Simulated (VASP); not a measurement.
A run of VASP 6.6.1 is set up as follows.

INCAR

```
SYSTEM = As
ALGO = Normal
EDIFF = 1E-7
EDIFFG = -0.005
ENCUT = 600
GGA = PE
IBRION = 2
ISIF = 3
ISMEAR = -1
LASPH = .True.
LCHARG = .False.
LREAL = .False.
LWAVE = .False.
NELM = 60
NSW = 60
PREC = Accurate
SIGMA = 0.08
```

KPOINTS

```
k-points
0
Gamma
  16 16 16
  0 0 0
```

The input POSCAR:

```
As
1.0
    0.0000000000      2.1179117921      2.1179117921
    2.1179117921      0.0000000000      2.1179117921
    2.1179117921      2.1179117921      0.0000000000
As
1
Direct
    0.0000000000      0.0000000000      0.0000000000
```

Potentials or basis: VASP PAW PBE potentials, release 64 (As).

Launch:

```console
$ cat potpaw_PBE.64/As/POTCAR > POTCAR
$ mpirun -np 1 vasp_std > vasp.out
```

(1) What does it give for the space group after relaxing (to 0.05 Å)?

(2) Predict the relaxed cell.

(3) What does it give for the relaxed volume?

Answers

(1) Fm-3m (No. 225).

(2) a = 3.013 Å, b = 3.013 Å, c = 3.013 Å, α = 60.00°, β = 60.00°, γ = 60.00°.

(3) 19.35 Å³/atom.
